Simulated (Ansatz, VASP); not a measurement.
Au in VASP and in Ansatz

```
Au
1.0
     0.00000    2.04550    2.09664
     2.04550    0.00000    2.09664
     2.04550    2.04550    0.00000
Au
1
Direct
  0.00000 0.00000 0.00000
```

Change from the starting cell: strain +0.000 along x and y, +0.025 along z, atoms carried along.

Alike in both runs: task single point; functional r2SCAN; k mesh 20 × 20 × 20; occupations gaussian, width 0.15 eV; no spin polarisation.

|  | VASP | Ansatz |
| --- | --- | --- |
| version | VASP 6.6.1 | Ansatz 0.2.0 |
| potentials or method | VASP PAW PBE potentials, release 64 (Au), cutoff 520 eV | scalar-relativistic, plane waves, PAW |
| valence electrons in the cell | 11 | 19 |

```tsv
	VASP	Ansatz	Ansatz less VASP
gap on the k mesh at the Fermi level (eV)	none	none	-
pressure (GPa)	0.3	0.0	-0.26
traceless stress, the component that is largest in VASP (GPa)	-0.51	-0.49	+0.016
```

VASP's potentials were made for PBE, not for r2SCAN. A gap of «none» marks a metal or a gap that the smearing closes. The functional is the same, so the differences come from potentials, cutoffs and numerics. VASP's potentials hold 11 valence electrons a cell and Ansatz's 19, so a difference there can come from the potentials and not from the codes.

Spin-orbit coupling is off throughout.
